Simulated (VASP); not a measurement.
Here is a VASP 6.6.1 calculation.

The input INCAR:

```
SYSTEM = MnO
  ALGO = Normal
  EDIFF = 1E-7
  ENCUT = 520
  GGA = PE
  ISIF = 2
  ISMEAR = 0
  LASPH = .TRUE.
  LCHARG = .TRUE.
  LELF = .TRUE.
  LREAL = .FALSE.
  LVHAR = .TRUE.
  LWAVE = .FALSE.
  NBANDS = 16
  NELM = 100
  PREC = Accurate
  SIGMA = 0.05
```

Contents of KPOINTS:

```
k-points
0
G
  14 14 14
  0 0 0
```

POSCAR

```
MnO
1.0
    0.0000000000      2.0646842256      2.0646842256
    2.0646842256      0.0000000000      2.0646842256
    2.0646842256      2.0646842256      0.0000000000
Mn O
1 1
Direct
    0.0000000000      0.0000000000      0.0000000000
    0.5000000000      0.5000000000      0.5000000000
```

Potentials or basis: VASP PAW PBE potentials, release 64 (Mn_pv, O).

Command:

```console
$ cat potpaw_PBE.64/Mn_pv/POTCAR potpaw_PBE.64/O/POTCAR > POTCAR
$ mpirun -np 1 vasp_std > vasp.out
```

Task: What does it give for the pressure?

Result: -3.8 GPa.

Caveat: an odd number of electrons without spin polarisation forces a metal; a magnetic or distorted state may lie lower; the run has no spin polarisation, though such a crystal can be magnetic; semilocal functionals often make such compounds metallic where correlation or magnetic order opens a gap, which also shifts bond lengths. Spin polarisation is off, so any magnetic state and its effect on volume and gap are missing.
